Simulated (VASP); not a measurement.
# SnO2 in VASP: a series of runs, part 2 of 2

VASP 6.6.1. The steps go on from the part before.

### Step 3. Single point, PBE

This run uses another cell than the first one, of the same volume but with other edges.

File INCAR:

```
  PREC = Accurate
  ENCUT = 520
  EDIFF = 1E-7
  ISMEAR = 0
  SIGMA = 0.05
  LREAL = F
  LASPH = T
  NELM = 100
  ALGO = Normal
  ISIF = 2
  LWAVE = F
  LCHARG = T
  GGA = PE
  LELF = T
  LVHAR = T
  NBANDS = 35
```

File KPOINTS:

```
Automatic mesh
0
Gamma
  6 6 8
```

File POSCAR:

```
SnO2
1.0
    4.8277933061      0.0000000000      0.0000000000
    0.0000000000      4.8278069700      0.0000000000
    0.0000000000      0.0000000000      3.2379014612
Sn O
2 4
Direct
    0.5000000000      0.5000000000      0.5000000000
    0.0000000000      0.0000000000      0.0000000000
    0.3212190046      0.3212768970      0.0000000000
    0.8212190046      0.1787231030      0.5000000000
    0.1787809954      0.8212768970      0.5000000000
    0.6787809954      0.6787231030      0.0000000000
```

Potentials or basis: VASP PAW PBE potentials, release 64 (Sn_d, O).

Launch:

```sh
cat potpaw_PBE.64/Sn_d/POTCAR potpaw_PBE.64/O/POTCAR > POTCAR
mpirun -np 1 vasp_std > vasp.out
```

OUTCAR:

```text
PREC = Accurate
   ENCUT = 520
   EDIFF = 1E-7
   ISMEAR = 0
   LREAL = F
   LASPH = T
   NELM = 100
   ISIF = 2
   GGA = PE

 ion  position               nearest neighbor table
   1  0.500  0.500  0.500-   3 2.03   6 2.03   3 2.03   6 2.03   5 2.19   4 2.19
   2  0.000  0.000  0.000-   4 2.03   5 2.03   4 2.03   5 2.03   3 2.19   6 2.19
   3  0.321  0.321  0.000-   1 2.03   1 2.03   2 2.19
   4  0.821  0.179  0.500-   2 2.03   2 2.03   1 2.19
   5  0.179  0.821  0.500-   2 2.03   2 2.03   1 2.19
   6  0.679  0.679  0.000-   1 2.03   1 2.03   2 2.19

  LATTYP: Found a simple tetragonal cell.
 ALAT       =     4.8277933061
 C/A-ratio  =     0.6706793883

  Lattice vectors:

 A1 = (   4.8277933061,   0.0000000000,   0.0000000000)
 A2 = (   0.0000000000,   4.8278069700,   0.0000000000)
 A3 = (   0.0000000000,   0.0000000000,   3.2379014612)

Analysis of symmetry for initial positions (statically):
=====================================================================
 Subroutine PRICEL returns:
 Original cell was already a primitive cell.

 Routine SETGRP: Setting up the symmetry group for a
 simple tetragonal supercell.

 Subroutine GETGRP returns: Found  8 space group operations
 (whereof  4 operations were pure point group operations)
 out of a pool of 16 trial point group operations.

The static configuration has the point symmetry C_2h.
 The point group associated with its full space group is D_2h.

Analysis of symmetry for dynamics (positions and initial velocities):
=====================================================================
 Subroutine PRICEL returns:
 Original cell was already a primitive cell.

 Routine SETGRP: Setting up the symmetry group for a
 simple tetragonal supercell.

 Subroutine GETGRP returns: Found  8 space group operations
 (whereof  4 operations were pure point group operations)
[... 124 lines left out ...]
   EMIN   =  10.00;   EMAX   =-10.00  energy-range for DOS
   EFERMI =   0.00;   METHOD = LEGACY
   ISMEAR =     0;   SIGMA  =   0.05  broadening in eV -4-tet -1-fermi 0-gaus
   EFERMI_NEDOS =   21; number of points for ismear=-14 and -15
   IALGO  =     38    algorithm
   IMIX   =      4    mixing-type and parameters
     AMIX     =   0.40;   BMIX     =  1.00
     AMIX_MAG =   1.60;   BMIX_MAG =  1.00
  volume/ion in A,a.u.               =      12.58        84.88
  Fermi-wavevector in a.u.,A,eV,Ry     =   1.445956  2.732461 28.446926  2.090790
  Thomas-Fermi vector in A             =   2.564080
   LORBIT       =      0    0 simple, 1 ext, 2 COOP (PROOUT), +10 PAW based schemes
   GGA     = PE    functional components
   LHFCALC =     F    Hartree Fock is set to
   AEXX    =    0.0000 exact exchange contribution
   IVDW    =     0    specifies the selected vdW correction
   LEPSILON=     F    determine dielectric tensor
   LRPA    =     F    only Hartree local field effects (RPA)
 non-spin polarized calculation
 Gauss-broadening in eV      SIGMA  =   0.05
  energy-cutoff  :      520.00
  volume of cell :       75.47
 maximum number of plane-waves:      2068
   NGX = 17   NGY = 17   NGZ = 13

 number of electron      52.0000004 magnetization

 Free energy of the ion-electron system (eV)
  ---------------------------------------------------
  ext. energy  EPLUGINS =         0.00000000
  ---------------------------------------------------
  free energy    TOTEN  =       -36.86859334 eV

  energy without entropy =      -36.86859334  energy(sigma->0) =      -36.86859334

 E-fermi :   5.7239     XC(G=0): -10.9426

 val. band max:        5.4865725961   @ k =   0.0000   0.0000   0.0000
 cond. band min:       6.4548095727   @ k =   0.0000   0.0000   0.0000
 fundamental gap:      0.9682369766
 Fermi energy:         5.7238888093

 k-point     1 :       0.0000    0.0000    0.0000
  band No.  band energies     occupation
      1     -15.5336      2.00000
      2     -15.0341      2.00000
      3     -14.5900      2.00000
      4     -14.5900      2.00000
      5     -14.5692      2.00000
      6     -14.4935      2.00000
[... 901 lines left out ...]
     34      17.2795      0.00000
     35      17.9102      0.00000

 [... further k-points ...]
[... 5 lines left out ...]
  --------------------------------------------------------------------------------------
  -------------------------------------------------------------------------------------
  Total        2.2861767      2.2835576      4.0138754      0.0000000      0.0000000      0.0000000
  in kB       48.5353516     48.4797480     85.2142605      0.0000000      0.0000000      0.0000000
  external PRESSURE =      60.7431200 kB  Pullay stress =       0.0000000 kB

 VOLUME and BASIS-vectors are now :
 -----------------------------------------------------------------------------
  energy-cutoff  :      520.00
  volume of cell :       75.47
      direct lattice vectors                 reciprocal lattice vectors
     4.827793306  0.000000000  0.000000000     0.207133971  0.000000000  0.000000000
     0.000000000  4.827806970  0.000000000     0.000000000  0.207133385  0.000000000
     0.000000000  0.000000000  3.237901461     0.000000000  0.000000000  0.308842011

 POSITION                                       TOTAL-FORCE (eV/Angst)
 -----------------------------------------------------------------------------------
      2.41390      2.41390      1.61895        -0.000000      0.000000      0.000000
      0.00000      0.00000      0.00000        -0.000000      0.000000      0.000000
      1.55078      1.55106      0.00000        -1.607487     -1.607411      0.000000
      3.96468      0.86284      1.61895        -1.607487      1.607411      0.000000
      0.86312      3.96497      1.61895         1.607487     -1.607411      0.000000
      3.27701      3.27674      0.00000         1.607487      1.607411      0.000000
 -----------------------------------------------------------------------------------
    total drift:                                0.000000      0.000000      0.000000

  FREE ENERGIE OF THE ION-ELECTRON SYSTEM (eV)
  ---------------------------------------------------
  free  energy   TOTEN  =       -36.8685933393 eV

  energy  without entropy=      -36.8685933393  energy(sigma->0) =      -36.86859334
```

OSZICAR:

```text
N       E                     dE             d eps       ncg     rms          rms(c)
DAV:   1     0.637826239533E+03    0.63783E+03   -0.25567E+04  6216   0.228E+03
DAV:   2     0.596932637141E+02   -0.57813E+03   -0.54369E+03  6003   0.608E+02
DAV:   3    -0.379189261997E+02   -0.97612E+02   -0.95582E+02  6062   0.208E+02
DAV:   4    -0.431039968006E+02   -0.51851E+01   -0.51451E+01  7180   0.519E+01
DAV:   5    -0.432365703044E+02   -0.13257E+00   -0.13239E+00  6822   0.876E+00    0.160E+01
DAV:   6    -0.367857704818E+02    0.64508E+01   -0.18635E+01  8741   0.649E+01    0.615E+00
DAV:   7    -0.368997369424E+02   -0.11397E+00   -0.20845E+00  6249   0.807E+00    0.324E+00
DAV:   8    -0.368759496736E+02    0.23787E-01   -0.19679E-01  8262   0.429E+00    0.752E-01
DAV:   9    -0.368676411937E+02    0.83085E-02   -0.40003E-02  9198   0.307E+00    0.133E-01
DAV:  10    -0.368684599449E+02   -0.81875E-03   -0.43744E-03  6674   0.546E-01    0.535E-02
DAV:  11    -0.368685939822E+02   -0.13404E-03   -0.23048E-04  7772   0.122E-01    0.191E-02
DAV:  12    -0.368685951963E+02   -0.12141E-05   -0.13682E-05  7354   0.252E-02    0.116E-02
DAV:  13    -0.368685935314E+02    0.16649E-05   -0.53624E-06  7529   0.357E-02    0.106E-03
DAV:  14    -0.368685933483E+02    0.18314E-06   -0.72481E-07  6690   0.549E-03    0.959E-04
DAV:  15    -0.368685933393E+02    0.89713E-08   -0.23053E-08  3642   0.144E-03
   1 F= -.36868593E+02 E0= -.36868593E+02  d E =-.161210E-13
```

stdout:

```text
POSCAR found type information on POSCAR SnO
 POSCAR found :  2 types and       6 ions
 scaLAPACK will be used
 LDA part: xc-table for (Slater+PW92), standard interpolation
 POSCAR, INCAR and KPOINTS ok, starting setup
 FFT: planning ... GRIDC
 FFT: planning ... GRID_SOFT
 FFT: planning ... GRID
 WAVECAR not read
 entering main loop
```

It took 1.7 min on 1 thread of AMD EPYC 9R45 (Zen 5), shared host; peak memory 0.26 GiB.

Results:

```
Free energy            : -36.8686 eV
Pressure               : 6.1 GPa
Largest force          : 2.273 eV/Å
Band gap on the k mesh : 0.97 eV
```

Forces on the atoms (eV/Å):
```
Sn   0.000  0.000  0.000
Sn   0.000  0.000  0.000
O   -1.607 -1.607  0.000
O   -1.607  1.607  0.000
O    1.607 -1.607  0.000
O    1.607  1.607  0.000
```

Stress tensor (GPa, compression positive):
```
4.85 0.00 0.00
0.00 4.85 0.00
0.00 0.00 8.52
```

Caveat: the cell stands under pressure; spin-orbit coupling is left out, which moves the levels of the heavy elements; forces of over 1 eV/Å act on the atoms, so gaps and moduli don't describe the material at rest.

### Step 4. Single point, PBE

File INCAR:

```
PREC = Accurate
ENCUT = 520
EDIFF = 1E-6
ISMEAR = 0
SIGMA = 0.05
LREAL = False
LASPH = True
NELM = 80
ALGO = Normal
ISIF = 2
LWAVE = False
LCHARG = False
GGA = PE
NBANDS = 35
```

KPOINTS is that of step 3.

File POSCAR:

```
SnO2
1.0
    4.7774634334      0.0000000000      0.0000000000
    0.0000000000      4.7774769549      0.0000000000
    0.0000000000      0.0000000000      3.3064824423
Sn O
2 4
Direct
    0.5000000000      0.5000000000      0.5000000000
    0.0000000000      0.0000000000      0.0000000000
    0.2919258790      0.2919837714      0.0000000000
    0.7919258790      0.2080162286      0.5000000000
    0.2080741210      0.7919837714      0.5000000000
    0.7080741210      0.7080162286      0.0000000000
```

Launch:

```sh
cat potpaw_PBE.64/Sn_d/POTCAR potpaw_PBE.64/O/POTCAR > POTCAR
mpirun -np 1 vasp_std > vasp.out
```

It took 83 s on 1 thread of AMD EPYC 9R45 (Zen 5), shared host; peak memory 0.26 GiB.

Results (log left out):

```
Free energy            : -36.8733 eV
Pressure               : 0.4 GPa
Largest force          : 2.001 eV/Å
Band gap on the k mesh : 0.35 eV
```

Forces in eV/Å, atoms in the order of the input:
```
Sn   0.000  0.000  0.000
Sn   0.000  0.000  0.000
O    1.415  1.415  0.000
O    1.415 -1.415  0.000
O   -1.415  1.415  0.000
O   -1.415 -1.415  0.000
```

Stress tensor (GPa, compression positive):
```
 3.43  0.00  0.00
 0.00  3.43  0.00
 0.00  0.00 -5.62
```

Levels at points of the mesh, in eV from the valence-band top:
```csv
k point,band 24,band 25,band 26,band 27,band 28,band 29
"(0.00, 0.00, 0.00)",-0.75,-0.75,0.00,0.35,5.72,5.72
"(0.50, 0.00, 0.00)",-1.26,-0.54,-0.54,3.89,3.89,6.83
"(0.00, 0.50, 0.00)",-1.26,-0.54,-0.54,3.89,3.89,6.83
"(0.50, 0.50, 0.00)",-1.44,-0.83,-0.83,4.53,4.53,7.15
"(0.00, 0.00, 0.50)",-1.61,-1.15,-1.15,5.29,5.29,9.00
"(0.50, 0.00, 0.50)",-1.01,-0.71,-0.71,5.61,5.61,7.45
"(0.00, 0.50, 0.50)",-1.01,-0.71,-0.71,5.61,5.61,7.45
"(0.50, 0.50, 0.50)",-0.75,-0.74,-0.74,3.61,3.61,9.07
```

Caveat: the stress differs along the axes, from -6 to 3 GPa; semilocal functionals underestimate gaps, and a narrow one can read as zero; spin-orbit coupling is left out, which moves the levels of the heavy elements; forces of over 1 eV/Å act on the atoms, so gaps and moduli don't describe the material at rest.

### Step 5. The runs side by side

| cell | gap on the mesh (eV) | pressure (GPa) | largest force (eV/Å) |
| --- | --- | --- | --- |
| a = 4.777, b = 4.777, c = 3.306 Å, 6 atoms, atomic positions A | 0.86 | 12.8 | 5.04 |
| a = 4.828, b = 4.828, c = 3.238 Å, 6 atoms, atomic positions B | 0.97 | 6.1 | 2.27 |
| a = 4.777, b = 4.777, c = 3.306 Å, 6 atoms, atomic positions C | 0.35 | 0.4 | 2.00 |

Alike in all rows: task single point; level PBE; potentials or basis VASP PAW PBE potentials, release 64 (Sn_d, O); no spin polarisation; k mesh 6 × 6 × 8; cutoff (eV) 520; smearing gaussian 0.05 eV.

Caveats: spin-orbit coupling is left out, which moves the levels of the heavy elements; forces of over 1 eV/Å act on the atoms, so gaps and moduli don't describe the material at rest; the cell stands under pressure (at least some runs); the stress differs along the axes, from -6 to 3 GPa (at least some runs); semilocal functionals underestimate gaps, and a narrow one can read as zero (at least some runs).

Total energies depend on the potentials used, so only differences within one code and one set of settings carry meaning.
